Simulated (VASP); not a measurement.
Runs of VASP 6.6.1 on NaGa2. The structure is that of space group P6/mmm (No. 191), or close to it. The cells are those of the table. 

| task | cell | k mesh | cutoff (eV) | gap on the mesh (eV) | pressure (GPa) | relaxed volume (Å³/atom) |
| --- | --- | --- | --- | --- | --- | --- |
| relaxation of cell and atoms | relaxed from a = 4.358, b = 4.358, c = 4.173 Å, angles 90.0, 90.0, 120.0°, 3 atoms | 12 × 12 × 12 | 600 | none | 0.0 | 21.22 |
| relaxation of cell and atoms | relaxed from a = 4.525, b = 4.525, c = 3.584 Å, angles 90.0, 90.0, 120.0°, 3 atoms | 12 × 12 × 14 | 600 | none | 0.0 | (a) |
| single point | a = 4.504, b = 4.504, c = 3.657 Å, angles 90.0, 90.0, 120.0°, 3 atoms | 12 × 12 × 14 | 520 | none | 0.1 | - |
| single point | a = 4.525, b = 4.525, c = 3.584 Å, angles 90.0, 90.0, 120.0°, 3 atoms | 12 × 12 × 12 | 520 | none | 0.1 | - |

Alike in all rows: level PBE; potentials or basis VASP PAW PBE potentials, release 64 (Na_pv, Ga_d); no spin polarisation; smearing gaussian 0.1 eV.

Q: Estimate the missing entries.

A: (a) 21.43.

A k mesh can miss the band edges, and the runs leave out spin-orbit coupling on Ga.

A gap of «none» marks levels without a gap at the run's occupations.
